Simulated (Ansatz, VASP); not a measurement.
# One calculation of AlO5, two programs

```
Al O
1.0
     3.78382   -0.94855   -0.44561
    -2.95942    4.66087   -0.51449
    -0.09598   -2.83709    4.44911
Al O
1 5
Direct
  0.00000 0.50000 0.50000
  0.50000 0.00000 0.00000
  0.50000 0.00000 0.50000
  0.34141 0.34090 0.84134
  0.65859 0.65910 0.15866
  0.50000 0.50000 0.50000
```

Alike in both runs: functional PBE; k mesh 5 × 4 × 4; occupations gaussian, width 0.2 eV; no spin polarisation.

Ansatz relaxed the structure, and its values are those at the end. VASP's run is a single point on that final structure, the one shown.

|  | VASP | Ansatz |
| --- | --- | --- |
| version | VASP 6.6.1 | Ansatz 0.2.0 |
| potentials or method | VASP PAW PBE potentials, release 64 (Al, O), cutoff 600 eV | scalar-relativistic, plane waves, PAW |
| valence electrons in the cell | 33 | 33 |

VASP gave:

- gap on the k mesh at the Fermi level (eV): none
- pressure (GPa): 1.6
- rms of the force components (eV/Å): 0.642

Question: What did Ansatz give for the same quantities?

Answer: gap on the k mesh at the Fermi level (eV): none; pressure (GPa): 0.1; rms of the force components (eV/Å): 0.002.

A gap of «none» marks a metal or a gap that the smearing closes. The functional is the same, so the differences come from potentials, cutoffs and numerics.

The k mesh is coarse, so the values compare programs but aren't converged. Noted on VASP's run: the standard files for N, O and F lose accuracy on very short bonds.
